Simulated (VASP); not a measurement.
# SiNi3 (Cmmm) in VASP: further runs, part 2 of 2

VASP 6.6.1. The steps go on from the part before.

## (3) Single point, PBE (strain +0.0450 x Voigt [0, 0, 0, 0, 1, 0])

File INCAR:

```
PREC = Accurate ; ENCUT = 520
EDIFF = 1E-7 ; ISMEAR = 0
SIGMA = 0.15 ; LREAL = F
LASPH = T ; NELM = 60
ALGO = Fast ; ISIF = 2
LWAVE = F ; LCHARG = F
GGA = PE ; NBANDS = 25
```

File KPOINTS:

```
regular mesh
0
Gamma
  14 14 14
```

File POSCAR:

```
SiNi3
1.0
    3.5062596291      0.0000000000      0.0788908417
    0.0000000000      3.5062596291      0.0000000000
    0.0788908417      0.0000000000      3.5062596291
Si Ni
1 3
Direct
    0.0000000000      0.0000000000      0.0000000000
    0.0000000000      0.5000000000      0.5000000000
    0.5000000000      0.0000000000      0.5000000000
    0.5000000000      0.5000000000      0.0000000000
```

Potentials or basis: VASP PAW PBE potentials, release 64 (Si, Ni).

Launch:

```console
$ cat potpaw_PBE.64/Si/POTCAR potpaw_PBE.64/Ni/POTCAR > POTCAR
$ mpirun -np 1 vasp_std > vasp.out
```

OUTCAR:

```text
PREC = Accurate
   ENCUT = 520
   EDIFF = 1E-7
   ISMEAR = 0
   LREAL = F
   LASPH = T
   NELM = 60
   ISIF = 2
   GGA = PE

 ion  position               nearest neighbor table
   1  0.000  0.000  0.000-   3 2.42   3 2.42   2 2.48   2 2.48   2 2.48   4 2.48   2 2.48   4 2.48
                             4 2.48   4 2.48   3 2.54   3 2.54
   2  0.000  0.500  0.500-   4 2.42   4 2.42   1 2.48   1 2.48   1 2.48   3 2.48   1 2.48   3 2.48
                             3 2.48   3 2.48   4 2.54   4 2.54
   3  0.500  0.000  0.500-   1 2.42   1 2.42   2 2.48   4 2.48   2 2.48   4 2.48   4 2.48   4 2.48
                             2 2.48   2 2.48   1 2.54   1 2.54
   4  0.500  0.500  0.000-   2 2.42   2 2.42   1 2.48   3 2.48   1 2.48   3 2.48   3 2.48   1 2.48
                             3 2.48   1 2.48   2 2.54   2 2.54

  LATTYP: Found a base centered orthorhombic cell.
 ALAT       =     4.8470314224
 B/A-ratio  =     1.0460358057
 C/A-ratio  =     0.7233828964

  Lattice vectors:

 A1 = (  -3.5062596291,   0.0000000000,  -0.0788908417)
 A2 = (   0.0788908417,   0.0000000000,   3.5062596291)
 A3 = (   0.0000000000,   3.5062596291,   0.0000000000)

[... 179 lines left out ...]

 E-fermi :  10.6759     XC(G=0): -13.0990

 val. band max:       10.6740507744   @ k =   0.5000   0.3571   0.5000
 cond. band min:      10.6846835657   @ k =   0.0714   0.0000   0.0000
 fundamental gap:      0.0106327913
 Fermi energy:        10.6759252615

 k-point     1 :       0.0000    0.0000    0.0000
  band No.  band energies     occupation
      1      -1.2672      2.00000
      2       5.7852      2.00000
      3       6.6073      2.00000
      4       6.6122      2.00000
      5       7.0994      2.00000
      6       7.1167      2.00000
[... 661 lines left out ...]
     24      19.3641      0.00000
     25      22.5300      0.00000

 [... further k-points ...]

------------------------ aborting loop because EDIFF is reached ----------------------------------------

  FORCE on cell =-STRESS in cart. coord.  units (eV):
  Direction    XX          YY          ZZ          XY          YZ          ZX
  --------------------------------------------------------------------------------------
  -------------------------------------------------------------------------------------
  Total        0.2328444     -0.0003478      0.2328444      0.0000000      0.0000000     -1.5812195
  in kB        8.6589260     -0.0129344      8.6589260      0.0000000      0.0000000    -58.8017783
  external PRESSURE =       5.7683059 kB  Pullay stress =       0.0000000 kB

 VOLUME and BASIS-vectors are now :
 -----------------------------------------------------------------------------
  energy-cutoff  :      520.00
  volume of cell :       43.08
      direct lattice vectors                 reciprocal lattice vectors
     3.506259629  0.000000000  0.078890842     0.285348666  0.000000000 -0.006420345
     0.000000000  3.506259629  0.000000000     0.000000000  0.285204208  0.000000000
     0.078890842  0.000000000  3.506259629    -0.006420345  0.000000000  0.285348666

 POSITION                                       TOTAL-FORCE (eV/Angst)
 -----------------------------------------------------------------------------------
      0.00000      0.00000      0.00000         0.000000      0.000000      0.000000
      0.03945      1.75313      1.75313         0.000000      0.000000      0.000000
      1.79258      0.00000      1.79258        -0.000000      0.000000     -0.000000
      1.75313      1.75313      0.03945         0.000000      0.000000      0.000000
 -----------------------------------------------------------------------------------
    total drift:                                0.000000      0.000000      0.000000

  FREE ENERGIE OF THE ION-ELECTRON SYSTEM (eV)
  ---------------------------------------------------
  free  energy   TOTEN  =       -23.6565087846 eV

  energy  without entropy=      -23.6346241289  energy(sigma->0) =      -23.64556646
```

OSZICAR:

```text
N       E                     dE             d eps       ncg     rms          rms(c)
DAV:   1     0.198549092741E+03    0.19855E+03   -0.15360E+04 23072   0.182E+03
DAV:   2    -0.166453788954E+02   -0.21519E+03   -0.20297E+03 22801   0.328E+02
DAV:   3    -0.271977201870E+02   -0.10552E+02   -0.10149E+02 26175   0.952E+01
[... 14 lines left out ...]
RMM:  18    -0.236565126914E+02    0.41214E-06   -0.50425E-07 23805   0.497E-03    0.314E-02
RMM:  19    -0.236565100842E+02    0.26072E-05   -0.64792E-07 23382   0.800E-03    0.126E-02
RMM:  20    -0.236565091262E+02    0.95809E-06   -0.31459E-07 17154   0.452E-03    0.552E-03
RMM:  21    -0.236565088506E+02    0.27557E-06   -0.72280E-08 13196   0.160E-03    0.332E-03
RMM:  22    -0.236565087846E+02    0.65966E-07   -0.10290E-08 12382   0.734E-04
   1 F= -.23656509E+02 E0= -.23645566E+02  d E =-.218847E-01
```

stdout:

```text
POSCAR found type information on POSCAR SiNi
 POSCAR found :  2 types and       4 ions
 scaLAPACK will be used
 LDA part: xc-table for (Slater+PW92), standard interpolation
 POSCAR, INCAR and KPOINTS ok, starting setup
 FFT: planning ... GRIDC
 FFT: planning ... GRID_SOFT
 FFT: planning ... GRID
 WAVECAR not read
 entering main loop
WARNING in EDDRMM: call to ZHEGV failed, returncode =   8  4     25
WARNING in EDDRMM: call to ZHEGV failed, returncode =   8  4     25
WARNING in EDDRMM: call to ZHEGV failed, returncode =   6  3     25
 num prob  num prob WARNING in EDDRMM: call to ZHEGV failed, returncode =   6  3     24
 num prob  num prob  num prob RMM:  22    -0.236565087846E+02    0.65966E-07   -0.10290E-08 12382   0.734E-04
```

It took 19 min on 1 thread of Intel Xeon 8259CL, shared host; peak memory 0.49 GiB.

Results:

| Quantity | Value |
| --- | --- |
| Free energy | -23.6565 eV |
| Pressure | 0.6 GPa |
| Band gap on the k mesh | zero (bands 17 and 18 overlap by 0.28 eV) |

Caveat: the cell differs from its parent crystal (strain +0.0450 x Voigt [0, 0, 0, 0, 1, 0]). Spin polarisation is off, so any magnetic state and its effect on volume and gap are missing.

## (4) Single point, PBE (strain +0.0525 x Voigt [0, 0, 0, 0, 1, 0])

File INCAR:

```
SYSTEM = SiNi3
PREC = Accurate ; ENCUT = 520
EDIFF = 1E-6 ; ISMEAR = 0
SIGMA = 0.15 ; LREAL = .FALSE.
LASPH = .TRUE. ; NELM = 100
ALGO = Fast ; ISIF = 2
LWAVE = .FALSE. ; LCHARG = .TRUE.
GGA = PE ; LELF = .TRUE.
LVHAR = .TRUE. ; NBANDS = 25
```

File KPOINTS:

```
Automatic mesh
0
G
  14 14 14
  0 0 0
```

Edit POSCAR of step 3 so:

```diff
@@ -2,5 +2,5 @@
 1.0
-    3.5062596291      0.0000000000      0.0788908417
+    3.5062596291      0.0000000000      0.0920393153
     0.0000000000      3.5062596291      0.0000000000
-    0.0788908417      0.0000000000      3.5062596291
+    0.0920393153      0.0000000000      3.5062596291
 Si Ni
```

Launch:

```console
$ cat potpaw_PBE.64/Si/POTCAR potpaw_PBE.64/Ni/POTCAR > POTCAR
$ mpirun -np 1 vasp_std > vasp.out
```

Run time: 14 min. Hardware: 1 thread of Intel Xeon 8259CL, shared host; peak memory 0.48 GiB.

It converged, with:

```
Free energy            : -23.6436 eV
Pressure               : 0.5 GPa
Band gap on the k mesh : zero (bands 17 and 18 overlap by 0.28 eV)
```

Stress tensor (GPa, compression positive):
```
 0.91  0.00 -6.88
 0.00 -0.27  0.00
-6.88  0.00  0.91
```

Levels at points of the mesh, in eV from the Fermi level:
| k point | band 14 | band 15 | band 16 | band 17 | band 18 | band 19 | band 20 | band 21 |
| --- | --- | --- | --- | --- | --- | --- | --- | --- |
| (0.00, 0.00, 0.00) | -0.64 | -0.63 | -0.33 | -0.01 | 0.03 | 0.03 | 4.83 | 6.31 |
| (0.50, 0.00, 0.00) | -1.31 | -1.17 | -0.58 | 0.01 | 3.55 | 3.59 | 4.69 | 5.26 |
| (0.00, 0.50, 0.00) | -1.18 | -1.16 | -0.56 | 0.02 | 3.40 | 3.78 | 5.14 | 5.22 |
| (0.50, 0.50, 0.00) | -1.44 | -1.13 | -1.02 | -0.97 | 0.63 | 0.63 | 5.53 | 6.18 |
| (0.50, 0.00, 0.50) | -1.26 | -1.15 | -1.03 | -0.93 | 0.44 | 0.83 | 5.56 | 6.32 |
| (0.50, 0.50, 0.50) | -1.24 | -1.23 | -0.37 | -0.31 | -0.23 | -0.15 | 1.19 | 3.66 |

Caveat: the cell differs from its parent crystal (strain +0.0525 x Voigt [0, 0, 0, 0, 1, 0]). Spin polarisation is off, so any magnetic state and its effect on volume and gap are missing.

## (5) Overview

| cell | further INCAR settings | gap on the mesh (eV) | pressure (GPa) |
| --- | --- | --- | --- |
| a = 3.508, b = 3.506 Å, angles 90.0, 93.4, 90.0°, 4 atoms | ALGO = Fast; EDIFF = 1e-06; NBANDS = 25 | none | 0.9 |
| a = 3.507, b = 3.506 Å, angles 90.0, 87.4, 90.0°, 4 atoms | ALGO = Fast; EDIFF = 1e-07; NBANDS = 25 | none | 0.6 |
| a = 3.507, b = 3.506 Å, angles 90.0, 87.0, 90.0°, 4 atoms | ALGO = Fast; EDIFF = 1e-06; NBANDS = 25 | none | 0.5 |

Alike in all rows: task single point; level PBE; potentials or basis VASP PAW PBE potentials, release 64 (Si, Ni); no spin polarisation; k mesh 14 × 14 × 14; cutoff (eV) 520; smearing gaussian 0.15 eV.

Absolute energies hang on the potentials; compare differences alone.
